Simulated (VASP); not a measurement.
# BN (P1) in VASP: single point with PBE

Aim: the single point of BN with PBE.

Program: VASP 6.6.1. These are calculated values, not measurements. Logs are shortened: lines on timing, memory, paths and dates and some standing lists are left out, and cuts for length are marked.

### Step 1. The cell of the first run

The typed cell holds 2 atoms: a = 3.869 Å, b = 2.435 Å, c = 3.635 Å, α = 88.16°, β = 37.68°, γ = 67.99°.

### Step 2. Single point, PBE (strained and its atoms moved)

INCAR reads:

```
ALGO = Normal
EDIFF = 1E-7
ENCUT = 520
GGA = PE
ISIF = 2
ISMEAR = 0
LASPH = T
LCHARG = T
LELF = T
LREAL = F
LVHAR = T
LWAVE = F
NBANDS = 11
NELM = 100
PREC = Accurate
SIGMA = 0.02
```

KPOINTS reads:

```
k-points
0
Gamma
  12 12 12
```

POSCAR reads:

```
BN
1.0
   -0.0652796956      3.3538857197      1.9276932422
    1.1567699833     -0.1531707335      2.1371368329
    1.0924433679      3.4606459349     -0.2099943089
B N
1 1
Direct
   -0.0875916163      0.0495372455      1.1183155924
    0.7542916063      0.6171627445      0.2149844176
```

Potentials or basis: VASP PAW PBE potentials, release 64 (B, N).

Started as:

```
$ cat potpaw_PBE.64/B/POTCAR potpaw_PBE.64/N/POTCAR > POTCAR
$ mpirun -np 1 vasp_std > vasp.out
```

OUTCAR:

```text
EDIFF = 1E-7
   ENCUT = 520
   GGA = PE
   ISIF = 2
   ISMEAR = 0
   LASPH = T
   LREAL = F
   NELM = 100
   PREC = Accurate

 ion  position               nearest neighbor table
   1  0.912  0.050  0.118-   2 1.21   2 1.31   2 1.80
   2  0.754  0.617  0.215-   1 1.21   1 1.31   1 1.80

  LATTYP: Found a triclinic cell.
 ALAT       =     2.4333985496
 B/A-ratio  =     2.5580548138
 C/A-ratio  =     1.0006333804
 COS(alpha) =     0.0183115381
 COS(beta)  =     0.5477748511
 COS(gamma) =     0.7050942466

  Lattice vectors:

 A1 = (  -1.1577230635,  -0.1067602152,   2.1376875511)
 A2 = (  -4.5646594782,  -3.5209956318,   2.3482325782)
 A3 = (   1.1567699833,  -0.1531707335,   2.1371368329)

Analysis of symmetry for initial positions (statically):
=====================================================================
 Subroutine PRICEL returns:
 Original cell was already a primitive cell.

 Routine SETGRP: Setting up the symmetry group for a
 triclinic supercell.

 Subroutine GETGRP returns: Found  1 space group operations
 (whereof  1 operations were pure point group operations)
 out of a pool of  2 trial point group operations.

The static configuration has the point symmetry C_1 .

Analysis of symmetry for dynamics (positions and initial velocities):
=====================================================================
 Subroutine PRICEL returns:
 Original cell was already a primitive cell.

 Routine SETGRP: Setting up the symmetry group for a
 triclinic supercell.

 Subroutine GETGRP returns: Found  1 space group operations
 (whereof  1 operations were pure point group operations)
 out of a pool of  2 trial point group operations.

The dynamic configuration has the point symmetry C_1 .

 Subroutine INISYM returns: Found  1 space group operations
 (whereof  1 operations are pure point group operations),
 and found     1 'primitive' translations

----------------------------------------------------------------------------------------

                                     Primitive cell

  volume of cell :      17.1652

  direct lattice vectors                    reciprocal lattice vectors
    -0.065279696  3.353885720  1.927693242    -0.428991110  0.150165412  0.242962911
     1.156769983 -0.153170733  2.137136833     0.429669914 -0.121885558  0.226612276
     1.092443368  3.460645935 -0.209994309     0.434774329  0.138035811 -0.225437529

  length of vectors
     3.868954910  2.434939817  3.635051638     0.515377531  0.500824767  0.508826770

  position of ions in fractional coordinates (direct lattice)
     0.912408384  0.049537245  0.118315592
     0.754291606  0.617162744  0.214984418

  ion indices of the primitive-cell ions
   primitive index   ion index
                 1           1
                 2           2

----------------------------------------------------------------------------------------

 KPOINTS: k-points

Automatic generation of k-mesh.
 Grid dimensions read from file:
 generate k-points for:   12   12   12

 Generating k-lattice:

  Cartesian coordinates                     Fractional coordinates (reciprocal lattice)
    -0.035749259  0.012513784  0.020246909     0.083333333  0.000000000  0.000000000
     0.035805826 -0.010157130  0.018884356     0.000000000  0.083333333 -0.000000000
     0.036231194  0.011502984 -0.018786461     0.000000000  0.000000000  0.083333333

  Length of vectors
     0.042948128  0.041735397  0.042402231

  Shift w.r.t. Gamma in fractional coordinates (k-lattice)
     0.000000000  0.000000000  0.000000000

 Subroutine IBZKPT returns following result:
 ===========================================

 Found    868 irreducible k-points:

 Following reciprocal coordinates:
            Coordinates               Weight
  0.000000  0.000000  0.000000      1.000000
  0.083333 -0.000000  0.000000      2.000000
  0.166667  0.000000  0.000000      2.000000
  0.250000  0.000000  0.000000      2.000000
  0.333333  0.000000 -0.000000      2.000000
  0.416667  0.000000 -0.000000      2.000000
[... 16 lines left out ...]
  0.250000  0.166667 -0.000000      2.000000
  0.333333  0.166667 -0.000000      2.000000
 [... further k-points ...]
   k-points           NKPTS =    868   k-points in BZ     NKDIM =    868   number of bands    NBANDS=     11
   number of dos      NEDOS =    301   number of ions     NIONS =      2
   total plane-waves  NPLWV =  15120
   dimension x,y,z NGX =    30 NGY =   18 NGZ =   28
   dimension x,y,z NGXF=    60 NGYF=   36 NGZF=   56
   ions per type =               1   1
   NGX,Y,Z   is equivalent  to a cutoff of  12.89, 12.29, 12.81 a.u.
   NGXF,Y,Z  is equivalent  to a cutoff of  25.78, 24.58, 25.61 a.u.
 SYSTEM =  unknown system
   PREC   = accura    normal or accurate (medium, high low for compatibility)
   ISTART =      0    job   : 0-new  1-cont  2-samecut
   ICHARG =      2    charge: 1-file 2-atom 10-const
   ISPIN  =      1    spin polarized calculation?
   LNONCOLLINEAR =      F non collinear calculations
   LSORBIT =      F    spin-orbit coupling
   LASPH  =      T    aspherical Exc in radial PAW
   ENCUT  =  520.0 eV  38.22 Ry    6.18 a.u.   7.19  4.53  6.76*2*pi/ulx,y,z
   NELM   =    100;   NELMIN=  2; NELMDL= -5     # of ELM steps
   EDIFF  = 0.1E-06   stopping-criterion for ELM
   LREAL  =      F    real-space projection
   EDIFFG = 0.1E-05   stopping-criterion for IOM
   NSW    =      0    number of steps for IOM
   IBRION =     -1    ionic relax: 0-MD 1-quasi-New 2-CG
   NFREE  =      0    steps in history (QN), initial steepest desc. (CG)
   ISIF   =      2    stress and relaxation
   ISYM   =      2    0-nonsym 1-usesym 2-fastsym
   POTIM  = 0.5000    time-step for ionic-motion
   TEBEG  =    0.0;   TEEND  =   0.0 temperature during run
   PSTRESS=    0.0 pullay stress
   NELECT =       8.0000    total number of electrons
   NUPDOWN=      -1.0000    fix difference up-down
   EMIN   =  10.00;   EMAX   =-10.00  energy-range for DOS
   EFERMI =   0.00;   METHOD = LEGACY
   ISMEAR =     0;   SIGMA  =   0.02  broadening in eV -4-tet -1-fermi 0-gaus
   EFERMI_NEDOS =   21; number of points for ismear=-14 and -15
   IALGO  =     38    algorithm
   IMIX   =      4    mixing-type and parameters
     AMIX     =   0.40;   BMIX     =  1.00
     AMIX_MAG =   1.60;   BMIX_MAG =  1.00
  volume/ion in A,a.u.               =       8.58        57.92
  Fermi-wavevector in a.u.,A,eV,Ry     =   1.269274  2.398580 21.919755  1.611057
  Thomas-Fermi vector in A             =   2.402324
   LORBIT       =      0    0 simple, 1 ext, 2 COOP (PROOUT), +10 PAW based schemes
   GGA     = PE    functional components
   LHFCALC =     F    Hartree Fock is set to
   AEXX    =    0.0000 exact exchange contribution
   IVDW    =     0    specifies the selected vdW correction
   LEPSILON=     F    determine dielectric tensor
   LRPA    =     F    only Hartree local field effects (RPA)
 non-spin polarized calculation
 Gauss-broadening in eV      SIGMA  =   0.02
  energy-cutoff  :      520.00
  volume of cell :       17.17
 maximum number of plane-waves:       478
 NGX is ok and might be reduce to    30
   NGX = 15   NGY =  9   NGZ = 13

 number of electron       8.0000000 magnetization

 Free energy of the ion-electron system (eV)
  ---------------------------------------------------
  ext. energy  EPLUGINS =         0.00000000
  ---------------------------------------------------
  free energy    TOTEN  =       -14.40648796 eV

  energy without entropy =      -14.40642329  energy(sigma->0) =      -14.40645563

 E-fermi :   5.4494     XC(G=0): -10.1091

 val. band max:        5.4420115170   @ k =   0.2500   0.0000   0.2500
 cond. band min:       5.6217949670   @ k =   0.0000   0.5000   0.4167
 fundamental gap:      0.1797834500
 Fermi energy:         5.4493712365

 k-point     1 :       0.0000    0.0000    0.0000
  band No.  band energies     occupation
      1     -15.9231      2.00000
      2      -2.7467      2.00000
      3      -2.6109      2.00000
      4       5.4319      1.78441
      5       6.6443      0.00000
      6      13.3107      0.00000
      7      17.6896      0.00000
      8      18.1386      0.00000
      9      23.0736      0.00000
     10      28.8085      0.00000
     11      29.9141      0.00000

 k-point     2 :       0.0833   -0.0000    0.0000
  band No.  band energies     occupation
      1     -15.7464      2.00000
      2      -2.8785      2.00000
      3      -2.4878      2.00000
      4       4.3665      2.00000
      5       7.0169      0.00000
      6      13.5796      0.00000
      7      17.6638      0.00000
      8      18.2658      0.00000
      9      23.4533      0.00000
     10      27.9865      0.00000
     11      29.8743      0.00000

 k-point     3 :       0.1667    0.0000    0.0000
  band No.  band energies     occupation
      1     -15.2223      2.00000
      2      -3.2302      2.00000
      3      -2.1154      2.00000
      4       2.0642      2.00000
      5       7.9144      0.00000
      6      13.8623      0.00000
      7      17.2151      0.00000
      8      18.8573      0.00000
      9      24.3019      0.00000
     10      25.1283      0.00000
     11      30.0963      0.00000

 k-point     4 :       0.2500    0.0000    0.0000
  band No.  band energies     occupation
      1     -14.3732      2.00000
      2      -3.6839      2.00000
      3      -1.5248      2.00000
      4      -0.5783      2.00000
      5       9.2324      0.00000
      6      13.7302      0.00000
      7      16.3832      0.00000
      8      19.2849      0.00000
      9      22.5610      0.00000
     10      25.7048      0.00000
     11      29.9512      0.00000
[... 239 lines left out ...]
 k-point    22 :       0.1667    0.1667    0.0000
  band No.  band energies     occupation
      1     -15.4407      2.00000
      2      -3.7472      2.00000
      3      -1.8249      2.00000
      4       4.5041      2.00000
      5       7.4176      0.00000
      6      11.9339      0.00000
      7      15.4739      0.00000
      8      19.3117      0.00000
      9      25.4112      0.00000
     10      27.5136      0.00000
     11      29.4469      0.00000

 k-point    23 :       0.2500    0.1667   -0.0000
  band No.  band energies     occupation
      1     -14.9728      2.00000
      2      -4.2664      2.00000
      3      -1.5045      2.00000
      4       2.7690      2.00000
      5       8.1791      0.00000
      6      12.4296      0.00000
      7      15.0864      0.00000
      8      19.7908      0.00000
      9      24.3279      0.00000
     10      26.7377      0.00000
     11      29.1562      0.00000

 k-point    24 :       0.3333    0.1667   -0.0000
  band No.  band energies     occupation
      1     -14.1975      2.00000
      2      -4.8435      2.00000
      3      -0.9724      2.00000
      4       0.4011      2.00000
      5       9.2948      0.00000
      6      13.0931      0.00000
      7      14.9309      0.00000
      8      19.2961      0.00000
      9      21.9916      0.00000
     10      26.6491      0.00000
     11      29.4921      0.00000

 [... further k-points ...]
[... 5 lines left out ...]
  --------------------------------------------------------------------------------------
  -------------------------------------------------------------------------------------
  Total       12.0820973      0.2111036     12.3817647     -2.4178059     -1.3427800      5.4878981
  in kB     1127.7285885     19.7041599   1155.6991893   -225.6751257   -125.3334841    512.2338829
  external PRESSURE =     767.7106459 kB  Pullay stress =       0.0000000 kB

 VOLUME and BASIS-vectors are now :
 -----------------------------------------------------------------------------
  energy-cutoff  :      520.00
  volume of cell :       17.17
      direct lattice vectors                 reciprocal lattice vectors
    -0.065279696  3.353885720  1.927693242    -0.428991110  0.150165412  0.242962911
     1.156769983 -0.153170733  2.137136833     0.429669914 -0.121885558  0.226612276
     1.092443368  3.460645935 -0.209994309     0.434774329  0.138035811 -0.225437529

 POSITION                                       TOTAL-FORCE (eV/Angst)
 -----------------------------------------------------------------------------------
      0.12699      3.46197      1.83987        -8.819500      0.056971     -2.094768
      0.89953      3.17926      2.72786         8.819500     -0.056971      2.094768
 -----------------------------------------------------------------------------------
    total drift:                                0.000265      0.000084      0.000146

  FREE ENERGIE OF THE ION-ELECTRON SYSTEM (eV)
  ---------------------------------------------------
  free  energy   TOTEN  =       -14.4064879575 eV

  energy  without entropy=      -14.4064232931  energy(sigma->0) =      -14.40645563
```

It took 5.7 min on 1 thread of Intel Xeon 8259CL, shared host; peak memory 0.27 GiB.

What came out:

```yaml
Free_energy: -14.4065 eV
Pressure: 76.8 GPa
Largest_force: 9.065 eV/Å
Band_gap_on_the_k_mesh: zero (bands 4 and 5 overlap by 0.10 eV)
```

Forces on the atoms (eV/Å):
```
B   -8.819  0.057 -2.095
N    8.819 -0.057  2.095
```

Stress tensor (GPa, compression positive):
```
112.77 -22.57  51.22
-22.57   1.97 -12.53
 51.22 -12.53 115.57
```

Levels at points of the mesh, in eV from the Fermi level:
| k point | band 1 | band 2 | band 3 | band 4 | band 5 | band 6 | band 7 | band 8 |
| --- | --- | --- | --- | --- | --- | --- | --- | --- |
| (0.00, 0.00, 0.00) | -21.37 | -8.20 | -8.06 | -0.02 | 1.19 | 7.86 | 12.24 | 12.69 |
| (0.50, 0.00, 0.00) | -16.89 | -11.71 | -9.89 | -5.21 | 5.48 | 7.36 | 9.96 | 13.82 |
| (0.00, 0.50, 0.00) | -18.28 | -12.15 | -4.71 | -3.23 | 1.25 | 3.83 | 10.04 | 12.84 |
| (0.50, 0.50, 0.00) | -18.71 | -12.69 | -3.64 | -3.13 | 1.16 | 4.74 | 9.34 | 11.17 |
| (0.00, 0.00, 0.50) | -16.90 | -11.75 | -9.87 | -4.99 | 4.48 | 8.07 | 10.76 | 13.70 |
| (0.50, 0.00, 0.50) | -21.16 | -9.77 | -8.19 | -0.01 | 6.19 | 7.82 | 10.55 | 12.91 |
| (0.00, 0.50, 0.50) | -18.64 | -12.54 | -4.46 | -3.17 | -0.10 | 4.80 | 11.82 | 16.00 |
| (0.50, 0.50, 0.50) | -18.24 | -12.07 | -4.71 | -3.66 | 0.42 | 3.86 | 11.35 | 15.25 |

Caveat: the cell differs from its parent crystal (strained and its atoms moved); the stress differs along the axes, from 2 to 116 GPa; semilocal functionals underestimate gaps, and a narrow one can read as zero; forces of over 1 eV/Å act on the atoms, so gaps and moduli don't describe the material at rest.

The gap in the log of VASP goes by the Fermi energy; the results here count the filled bands.